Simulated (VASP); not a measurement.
Write the native input for VASP 6.6.1 that does the following.

* Task: electric field gradients
* Functional: LDA
* Potentials or basis: VASP PAW LDA potentials, release 64 (W_sv, S)
* Cutoff: 520 eV
* k mesh: 13 × 13 × 13
* Occupations: fermi-dirac, width 0.08 eV
* Spin: no spin polarisation
* Dipole correction: no
* Further INCAR settings: ALGO = Normal; EDIFF = 1e-08; NBANDS = 20

The structure of WS2 lies in POSCAR:

```
WS2
1.0
    1.5894576452      0.9176737993      6.2041479445
   -1.5894576452      0.9176737993      6.2041479445
    0.0000000000     -1.8353475986      6.2041479445
W S
1 2
Direct
    0.0000000000      0.0000000000      0.0000000000
    0.7503000000      0.7503000000      0.7503000000
    0.5810000000      0.5810000000      0.5810000000
```

One way to write it, as run:

INCAR

```
ALGO     = Normal         # electronic algorithm
EDIFF    = 1E-8           # SCF threshold, eV
ENCUT    = 520            # plane-wave cutoff, eV
ISIF     = 2              # what is computed and relaxed
ISMEAR   = -1             # smearing method
LASPH    = T              # aspherical terms in the spheres
LCHARG   = F              # write CHGCAR
LEFG     = T            
LREAL    = F              # projectors in reciprocal space
LWAVE    = F              # write WAVECAR
NBANDS   = 20             # bands
NELM     = 60             # most SCF steps
PREC     = Accurate       # precision mode
SIGMA    = 0.08           # smearing width, eV
```

KPOINTS

```
k-points
0
Gamma
  13 13 13
```

Potentials or basis: VASP PAW LDA potentials, release 64 (W_sv, S).

Run with:

```bash
$ cat potpaw_LDA.64/W_sv/POTCAR potpaw_LDA.64/S/POTCAR > POTCAR
$ mpirun -np 1 vasp_std > vasp.out
```

It gave:

```json
{"Pressure": "-6.4 GPa", "Largest force": "0.843 eV/Å", "Band gap on the k mesh": "1.01 eV (least direct gap 2.04 eV)", "Largest electric field gradient by atom": "W -154.7; S -48.4, -40.7 V/Å²"}
```

Caveat: the cell stands under tension; without QUAD_EFG the Cq values of the log hold for a quadrupole moment of 1 mb, not for the nuclei; spin-orbit coupling is left out, which moves the levels of the heavy elements; an odd mesh through Γ misses points on the zone boundary, where band edges can lie.

It took 13 min on 1 thread of Intel(R) Xeon(R) Platinum 8488C (Sapphire Rapids) (shared host), peak memory 0.42 GiB.
